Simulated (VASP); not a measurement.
# Te (Im-3m) in VASP: notebook, part 2 of 2

VASP 6.6.1. Earlier steps stand in the parts before.

### Step 3. Single point, BLYP (volume scaled by 1.12)

File INCAR:

```
SYSTEM = Te
PREC = Accurate
ENCUT = 520
EDIFF = 1E-6
ISMEAR = -1
SIGMA = 0.1
LREAL = .FALSE.
LASPH = .TRUE.
NELM = 60
ALGO = Normal
ISIF = 2
LWAVE = .FALSE.
LCHARG = .FALSE.
GGA = B5
ALDAX = 1.0
AGGAX = 1.0
AGGAC = 1.0
ALDAC = 0.0
NBANDS = 9
```

File KPOINTS:

```
regular mesh
0
G
  13 13 13
  0 0 0
```

File POSCAR:

```
Te
1.0
   -2.0785483440      2.0785483440      2.0785483440
    2.0785483440     -2.0785483440      2.0785483440
    2.0785483440      2.0785483440     -2.0785483440
Te
1
Direct
    0.0000000000      0.0000000000      0.0000000000
```

Potentials or basis: VASP PAW PBE potentials, release 64 (Te).

Started as:

```console
$ cat potpaw_PBE.64/Te/POTCAR > POTCAR
$ mpirun -np 1 vasp_std > vasp.out
```

OUTCAR:

```text
SYSTEM = Te
   PREC = Accurate
   ENCUT = 520
   EDIFF = 1E-6
   ISMEAR = -1
   LREAL = .FALSE.
   LASPH = .TRUE.
   NELM = 60
   ISIF = 2
   GGA = B5

 ion  position               nearest neighbor table
   1  0.000  0.000  0.000-

  LATTYP: Found a body centered cubic cell.
 ALAT       =     4.1570966880

  Lattice vectors:

 A1 = (  -2.0785483440,   2.0785483440,   2.0785483440)
 A2 = (   2.0785483440,  -2.0785483440,   2.0785483440)
 A3 = (   2.0785483440,   2.0785483440,  -2.0785483440)

Analysis of symmetry for initial positions (statically):
=====================================================================
 Subroutine PRICEL returns:
 Original cell was already a primitive cell.

 Routine SETGRP: Setting up the symmetry group for a
 body centered cubic supercell.

 Subroutine GETGRP returns: Found 48 space group operations
 (whereof 48 operations were pure point group operations)
 out of a pool of 48 trial point group operations.

The static configuration has the point symmetry O_h .

Analysis of symmetry for dynamics (positions and initial velocities):
=====================================================================
 Subroutine PRICEL returns:
 Original cell was already a primitive cell.

 Routine SETGRP: Setting up the symmetry group for a
 body centered cubic supercell.

 Subroutine GETGRP returns: Found 48 space group operations
 (whereof 48 operations were pure point group operations)
 out of a pool of 48 trial point group operations.

The dynamic configuration has the point symmetry O_h .

 Subroutine INISYM returns: Found 48 space group operations
 (whereof 48 operations are pure point group operations),
 and found     1 'primitive' translations

----------------------------------------------------------------------------------------

                                     Primitive cell

  volume of cell :      35.9203

  direct lattice vectors                    reciprocal lattice vectors
    -2.078548344  2.078548344  2.078548344     0.000000000  0.240552500  0.240552500
     2.078548344 -2.078548344  2.078548344     0.240552500  0.000000000  0.240552500
     2.078548344  2.078548344 -2.078548344     0.240552500  0.240552500  0.000000000

  length of vectors
     3.600151338  3.600151338  3.600151338     0.340192608  0.340192608  0.340192608

  position of ions in fractional coordinates (direct lattice)
     0.000000000  0.000000000  0.000000000

  ion indices of the primitive-cell ions
   primitive index   ion index
                 1           1

----------------------------------------------------------------------------------------

 KPOINTS: regular mesh

Automatic generation of k-mesh.
 Grid dimensions read from file:
 generate k-points for:   13   13   13

 Generating k-lattice:

  Cartesian coordinates                     Fractional coordinates (reciprocal lattice)
     0.000000000  0.018504038  0.018504038     0.076923077  0.000000000  0.000000000
     0.018504038  0.000000000  0.018504038     0.000000000  0.076923077  0.000000000
     0.018504038  0.018504038  0.000000000     0.000000000  0.000000000  0.076923077

  Length of vectors
     0.026168662  0.026168662  0.026168662

  Shift w.r.t. Gamma in fractional coordinates (k-lattice)
     0.000000000  0.000000000  0.000000000

 Subroutine IBZKPT returns following result:
 ===========================================

 Found     84 irreducible k-points:

 Following reciprocal coordinates:
            Coordinates               Weight
  0.000000  0.000000  0.000000      1.000000
  0.076923  0.000000  0.000000     12.000000
  0.153846  0.000000  0.000000     12.000000
  0.230769  0.000000  0.000000     12.000000
  0.307692  0.000000  0.000000     12.000000
  0.384615  0.000000  0.000000     12.000000
[... 16 lines left out ...]
  0.153846  0.076923  0.076923     24.000000
  0.230769  0.076923  0.076923     24.000000
 [... further k-points ...]
   k-points           NKPTS =     84   k-points in BZ     NKDIM =     84   number of bands    NBANDS=      9
   number of dos      NEDOS =    301   number of ions     NIONS =      1
   total plane-waves  NPLWV =  21952
   dimension x,y,z NGX =    28 NGY =   28 NGZ =   28
   dimension x,y,z NGXF=    56 NGYF=   56 NGZF=   56
   ions per type =               1
   NGX,Y,Z   is equivalent  to a cutoff of  12.93, 12.93, 12.93 a.u.
   NGXF,Y,Z  is equivalent  to a cutoff of  25.86, 25.86, 25.86 a.u.
 SYSTEM =  Te
   PREC   = accura    normal or accurate (medium, high low for compatibility)
   ISTART =      0    job   : 0-new  1-cont  2-samecut
   ICHARG =      2    charge: 1-file 2-atom 10-const
   ISPIN  =      1    spin polarized calculation?
   LNONCOLLINEAR =      F non collinear calculations
   LSORBIT =      F    spin-orbit coupling
   LASPH  =      T    aspherical Exc in radial PAW
   ENCUT  =  520.0 eV  38.22 Ry    6.18 a.u.   6.69  6.69  6.69*2*pi/ulx,y,z
   NELM   =     60;   NELMIN=  2; NELMDL= -5     # of ELM steps
   EDIFF  = 0.1E-05   stopping-criterion for ELM
   LREAL  =      F    real-space projection
   EDIFFG = 0.1E-04   stopping-criterion for IOM
   NSW    =      0    number of steps for IOM
   IBRION =     -1    ionic relax: 0-MD 1-quasi-New 2-CG
   NFREE  =      0    steps in history (QN), initial steepest desc. (CG)
   ISIF   =      2    stress and relaxation
   ISYM   =      2    0-nonsym 1-usesym 2-fastsym
   POTIM  = 0.5000    time-step for ionic-motion
   TEBEG  =    0.0;   TEEND  =   0.0 temperature during run
   PSTRESS=    0.0 pullay stress
   NELECT =       6.0000    total number of electrons
   NUPDOWN=      -1.0000    fix difference up-down
   EMIN   =  10.00;   EMAX   =-10.00  energy-range for DOS
   EFERMI =   0.00;   METHOD = LEGACY
   ISMEAR =    -1;   SIGMA  =   0.10  broadening in eV -4-tet -1-fermi 0-gaus
   EFERMI_NEDOS =   21; number of points for ismear=-14 and -15
   IALGO  =     38    algorithm
   IMIX   =      4    mixing-type and parameters
     AMIX     =   0.40;   BMIX     =  1.00
     AMIX_MAG =   1.60;   BMIX_MAG =  1.00
  volume/ion in A,a.u.               =      35.92       242.40
  Fermi-wavevector in a.u.,A,eV,Ry     =   0.901596  1.703769 11.059831  0.812875
  Thomas-Fermi vector in A             =   2.024696
   LORBIT       =      0    0 simple, 1 ext, 2 COOP (PROOUT), +10 PAW based schemes
   GGA     = B5    functional components
   LHFCALC =     F    Hartree Fock is set to
   AEXX    =    0.0000 exact exchange contribution
   IVDW    =     0    specifies the selected vdW correction
   LEPSILON=     F    determine dielectric tensor
   LRPA    =     F    only Hartree local field effects (RPA)
 non-spin polarized calculation
  energy-cutoff  :      520.00
  volume of cell :       35.92
 maximum number of plane-waves:       981
   NGX = 13   NGY = 13   NGZ = 13

 number of electron       6.0000001 magnetization

 Free energy of the ion-electron system (eV)
  ---------------------------------------------------
  ext. energy  EPLUGINS =         0.00000000
  ---------------------------------------------------
  free energy    TOTEN  =        -2.05962028 eV

  energy without entropy =       -2.02549511  energy(sigma->0) =       -2.04255770

 E-fermi :   5.3616     XC(G=0):  -8.4195

 val. band max:        5.3600924579   @ k =   0.2308   0.0769   0.0769
 cond. band min:       5.3660414700   @ k =   0.3077   0.0769   0.0000
 fundamental gap:      0.0059490121
 Fermi energy:         5.3615971504

 k-point     1 :       0.0000    0.0000    0.0000
  band No.  band energies     occupation
      1      -6.9184      2.00000
      2       7.2133      0.00000
      3       7.2133      0.00000
      4       7.2133      0.00000
      5      13.2021      0.00000
      6      14.8712      0.00000
      7      14.8712      0.00000
      8      14.8712      0.00000
      9      17.1080      0.00000

 k-point     2 :       0.0769    0.0000    0.0000
  band No.  band energies     occupation
      1      -6.8422      2.00000
      2       6.6878      0.00000
      3       7.0541      0.00000
      4       7.1881      0.00000
      5      13.5622      0.00000
      6      14.5155      0.00000
      7      14.7293      0.00000
      8      15.2013      0.00000
      9      16.3123      0.00000
[... 253 lines left out ...]
 k-point    24 :       0.2308    0.0769    0.0769
  band No.  band energies     occupation
      1      -5.7212      2.00000
      2       2.7547      2.00000
      3       5.3601      1.00752
      4       6.3056      0.00016
      5      12.7291      0.00000
      6      13.2011      0.00000
      7      16.4865      0.00000
      8      17.0726      0.00000
      9      17.5794      0.00000

 [... further k-points ...]

------------------------ aborting loop because EDIFF is reached ----------------------------------------

  FORCE on cell =-STRESS in cart. coord.  units (eV):
  Direction    XX          YY          ZZ          XY          YZ          ZX
  --------------------------------------------------------------------------------------
  -------------------------------------------------------------------------------------
  Total       -0.7404104     -0.7404104     -0.7404104      0.0000000      0.0000000      0.0000000
  in kB      -33.0249894    -33.0249894    -33.0249894      0.0000000      0.0000000      0.0000000
  external PRESSURE =     -33.0249894 kB  Pullay stress =       0.0000000 kB

 VOLUME and BASIS-vectors are now :
 -----------------------------------------------------------------------------
  energy-cutoff  :      520.00
  volume of cell :       35.92
      direct lattice vectors                 reciprocal lattice vectors
    -2.078548344  2.078548344  2.078548344     0.000000000  0.240552500  0.240552500
     2.078548344 -2.078548344  2.078548344     0.240552500  0.000000000  0.240552500
     2.078548344  2.078548344 -2.078548344     0.240552500  0.240552500  0.000000000

 POSITION                                       TOTAL-FORCE (eV/Angst)
 -----------------------------------------------------------------------------------
      0.00000      0.00000      0.00000         0.000000     -0.000000      0.000000
 -----------------------------------------------------------------------------------
    total drift:                               -0.000000      0.000000      0.000000

  FREE ENERGIE OF THE ION-ELECTRON SYSTEM (eV)
  ---------------------------------------------------
  free  energy   TOTEN  =        -2.0596202829 eV

  energy  without entropy=       -2.0254951099  energy(sigma->0) =       -2.04255770
```

OSZICAR:

```text
N       E                     dE             d eps       ncg     rms          rms(c)
DAV:   1     0.108081047148E+02    0.10808E+02   -0.21725E+03  1512   0.497E+02
DAV:   2    -0.171219962523E+01   -0.12520E+02   -0.12280E+02  2023   0.678E+01
DAV:   3    -0.205409771766E+01   -0.34190E+00   -0.33994E+00  1843   0.109E+01
DAV:   4    -0.205642749435E+01   -0.23298E-02   -0.23296E-02  2062   0.108E+00
DAV:   5    -0.205644860366E+01   -0.21109E-04   -0.21110E-04  1926   0.879E-02    0.326E+00
DAV:   6    -0.205762878724E+01   -0.11802E-02   -0.29702E-03  1758   0.270E-01    0.200E+00
DAV:   7    -0.205956635257E+01   -0.19376E-02   -0.62937E-03  1745   0.405E-01    0.132E-01
DAV:   8    -0.205962059551E+01   -0.54243E-04   -0.29540E-04  1695   0.968E-02    0.231E-02
DAV:   9    -0.205962028286E+01    0.31264E-06   -0.46242E-06  2064   0.161E-02
   1 F= -.20596203E+01 E0= -.20425577E+01  d E =-.341252E-01
```

Wall time 21 s (1 thread of Intel Xeon Platinum 8259CL at 2.50GHz (Skylake/Cascade Lake), shared host); peak memory 0.17 GiB.

What came out:

```
Free energy            : -2.0596 eV
Pressure               : -3.3 GPa
Band gap on the k mesh : zero (band 3 reaches 7.21 eV, above the bottom of band 4 at 3.20 eV)
```

Caveat: the cell differs from its parent crystal (volume scaled by 1.12); the PAW data sets were made with another functional, which shifts forces and pressure a little; spin-orbit coupling is left out, which moves the levels of the heavy elements.

### Step 4. Relaxation of cell and atoms, BLYP

This run uses another cell than the first one, of 28.84 Å³/atom, 0.899 times its volume.

File INCAR:

```
PREC = Accurate ; ENCUT = 600
EDIFF = 1E-6 ; ISMEAR = -1
SIGMA = 0.1 ; LREAL = F
LASPH = T ; NELM = 60
ALGO = Normal ; ISIF = 3
LWAVE = F ; LCHARG = F
GGA = B5 ; ALDAX = 1.0
AGGAX = 1.0 ; AGGAC = 1.0
ALDAC = 0.0 ; IBRION = 2
NSW = 80 ; EDIFFG = -0.01
```

File KPOINTS:

```
regular mesh
0
Gamma
  11 11 11
```

File POSCAR:

```
Te
1.0
   -1.9317963558      1.9317963558      1.9317963558
    1.9317963558     -1.9317963558      1.9317963558
    1.9317963558      1.9317963558     -1.9317963558
Te
1
Direct
    0.0000000000      0.0000000000      0.0000000000
```

Started as:

```console
$ cat potpaw_PBE.64/Te/POTCAR > POTCAR
$ mpirun -np 1 vasp_std > vasp.out
```

Run time: 54 s. Hardware: 1 thread of Intel Xeon Platinum 8259CL at 2.50GHz (Skylake/Cascade Lake), shared host; peak memory 0.17 GiB.

The run converged. Its results:

| Quantity | Value |
| --- | --- |
| Free energy | -2.0870 eV |
| Relaxed volume | 32.13 Å³/atom |
| Relaxed cell | a = 3.469 Å, b = 3.469 Å, c = 3.469 Å, α = 109.47°, β = 109.47°, γ = 109.47° |
| Space group after relaxing (to 0.05 Å) | Im-3m (No. 229) |
| Energy gained by relaxing | 49.5 meV/atom |
| Ionic steps | 3 |
| Pressure after relaxing | 0.0 GPa |
| Band gap on the k mesh | zero (band 3 reaches 8.99 eV, above the bottom of band 4 at 4.23 eV) |

The path:
| step | energy change (eV) | largest force (eV/Å) | pressure (GPa) | volume (Å³) |
| --- | --- | --- | --- | --- |
| 1 | 0.0000 | 0.0000 | 5.33 | 28.84 |
| 2 | -0.0468 | 0.0000 | -0.94 | 33.03 |
| 3 | -0.0495 | 0.0000 | 0.02 | 32.13 |

Final structure:
```
Te
1.0
    -2.00271    2.00271    2.00271
     2.00271   -2.00271    2.00271
     2.00271    2.00271   -2.00271
Te
1
Cartesian
  0.0000 0.0000 0.0000
```

Levels at points of the mesh, in eV from the Fermi level:
| k point | band 1 | band 2 | band 3 | band 4 | band 5 | band 6 | band 7 |
| --- | --- | --- | --- | --- | --- | --- | --- |
| (0.00, 0.00, 0.00) | -12.97 | 2.28 | 2.28 | 2.28 | 8.85 | 9.71 | 9.71 |

Caveat: the PAW data sets were made with another functional, which shifts forces and pressure a little; spin-orbit coupling is left out, which moves the levels of the heavy elements.

### Step 5. Summary

```csv
task,cell,k mesh,cutoff (eV),gap on the mesh (eV),pressure (GPa)
single point,"a = 3.467 Å, angles 109.5°, 1 atom",13 × 13 × 13,520,none,0.0
single point,"a = 3.600 Å, angles 109.5°, 1 atom",13 × 13 × 13,520,none,-3.3
relaxation of cell and atoms,"relaxed from a = 3.346 Å, angles 109.5°, 1 atom",11 × 11 × 11,600,none,0.0
```

Alike in all rows: level BLYP; potentials or basis VASP PAW PBE potentials, release 64 (Te); no spin polarisation; smearing fermi-dirac 0.1 eV.

Caveats: the PAW data sets were made with another functional, which shifts forces and pressure a little; spin-orbit coupling is left out, which moves the levels of the heavy elements.

Absolute energies hang on the potentials; compare differences alone.
